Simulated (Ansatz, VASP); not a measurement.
**SiNi3 in VASP and in Ansatz**

Contents of INCAR:

```
SYSTEM = SiNi3
PREC     = Accurate       ! precision mode
ENCUT    = 600            ! plane-wave cutoff, eV
EDIFF    = 1E-6           ! SCF threshold, eV
ISMEAR   = 0              ! smearing method
SIGMA    = 0.1            ! smearing width, eV
LREAL    = .False.        ! projectors in reciprocal space
LASPH    = .True.         ! aspherical terms in the spheres
NELM     = 100            ! most SCF steps
ALGO     = Normal         ! electronic algorithm
ISIF     = 3              ! what is computed and relaxed
LWAVE    = .False.        ! write WAVECAR
LCHARG   = .False.        ! write CHGCAR
GGA      = PE             ! functional
IVDW     = 12             ! dispersion correction
IBRION   = 2              ! ionic algorithm
NSW      = 70             ! ionic steps
EDIFFG   = -0.005         ! ionic threshold
```

KPOINTS

```
regular mesh
0
Gamma
  12 12 12
  0 0 0
```

The input POSCAR:

```
SiNi3
1.0
    3.5062675415      0.0000000000      0.0000000000
    0.0000000000      3.5062675415      0.0000000000
    0.0000000000      0.0000000000      3.5062675415
Si Ni
1 3
Direct
    0.0000000000      0.0000000000      0.0000000000
    0.0000000000      0.5000000000      0.5000000000
    0.5000000000      0.0000000000      0.5000000000
    0.5000000000      0.5000000000      0.0000000000
```

Input for Ansatz:

```yaml
crystal:
  lattice:
    - [3.5062675415, 0.0, 0.0]
    - [0.0, 3.5062675415, 0.0]
    - [0.0, 0.0, 3.5062675415]
  atoms:
    - { symbol: Si, position: [0.0, 0.0, 0.0] }
    - { symbol: Ni, position: [0.0, 0.5, 0.5] }
    - { symbol: Ni, position: [0.5, 0.0, 0.5] }
    - { symbol: Ni, position: [0.5, 0.5, 0.0] }
basis:
  ecutwfc: 420
kpoints:
  mp_grid: { grid: [12, 12, 12] }
hamiltonian:
  xc: pbe
  dispersion: d3bj
scf:
  occupations: { method: gaussian, width: 0.1 }
output:
  forces: true
  stress: true
  eigenvalues: true
relax:
  adjacent_minimum: "off"
  f_tol: 0.005
  max_steps: 50
  cell: { stress_tol: 0.05 }
```

Alike in both runs: task relaxation of cell and atoms; functional PBE; dispersion D3(BJ); k mesh 12 × 12 × 12; occupations gaussian, width 0.1 eV; no spin polarisation.

```csv
,VASP,Ansatz
version,VASP 6.6.1,Ansatz 0.2.0
potentials or method,"VASP PAW PBE potentials, release 64 (Si, Ni), cutoff 600 eV","scalar-relativistic, plane waves, PAW"
valence electrons in the cell,34,58
```

|  | VASP | Ansatz | Ansatz less VASP |
| --- | --- | --- | --- |
| gap on the k mesh at the Fermi level, each at its own relaxed structure (eV) | none | none | - |
| relaxed volume (Å³/atom) | 10.39 | 10.40 | +0.009 |
| relaxed cell length with the largest relative difference (Å) | 3.464 | 3.465 | +0.0010 |

A gap of «none» marks a metal or a gap that the smearing closes. VASP's potentials hold 34 valence electrons a cell and Ansatz's 58, so a difference there can come from the potentials and not from the codes.
